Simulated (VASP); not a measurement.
A run of VASP 6.6.1:

INCAR

```
SYSTEM = Ta4C3
PREC = Accurate ; ENCUT = 520
EDIFF = 1E-6 ; ISMEAR = 0
SIGMA = 0.15 ; LREAL = .False.
LASPH = .True. ; NELM = 60
ALGO = Normal ; ISIF = 2
LWAVE = .False. ; LCHARG = .True.
GGA = PS ; LELF = .True.
LVHAR = .True. ; NBANDS = 37
```

Contents of KPOINTS:

```
regular mesh
0
Gamma
  12 12 12
  0 0 0
```

File POSCAR:

```
Ta4C3
1.0
    1.5904276485      0.9182338310     10.1645109695
   -1.5904276485      0.9182338310     10.1645109695
    0.0000000000     -1.8364676620     10.1645109695
Ta C
4 3
Direct
    0.3733722057      0.3733722057      0.3733722057
    0.6244615989      0.6244615989      0.6244615989
    0.2096180968      0.2096180968      0.2096180968
    0.7943974385      0.7943974385      0.7943974385
    0.5025935066      0.5025935066      0.5025935066
    0.9960170748      0.9960170748      0.9960170748
    0.0845400886      0.0845400886      0.0845400886
```

Potentials or basis: VASP PAW PBE potentials, release 64 (Ta_pv, C).

Run with:

```sh
$ cat potpaw_PBE.64/Ta_pv/POTCAR potpaw_PBE.64/C/POTCAR > POTCAR
$ mpirun -np 1 vasp_std > vasp.out
```

Hardware: 1 thread of AMD EPYC 9R45 96-Core Processor (Zen 5) (shared host).

Question: Estimate the wall time of this run.

Answer: Run time: 76 min on 1 thread of AMD EPYC 9R45 96-Core Processor (Zen 5) (shared host), peak memory 1.2 GiB. Counts: scf iterations 16, k points 189.
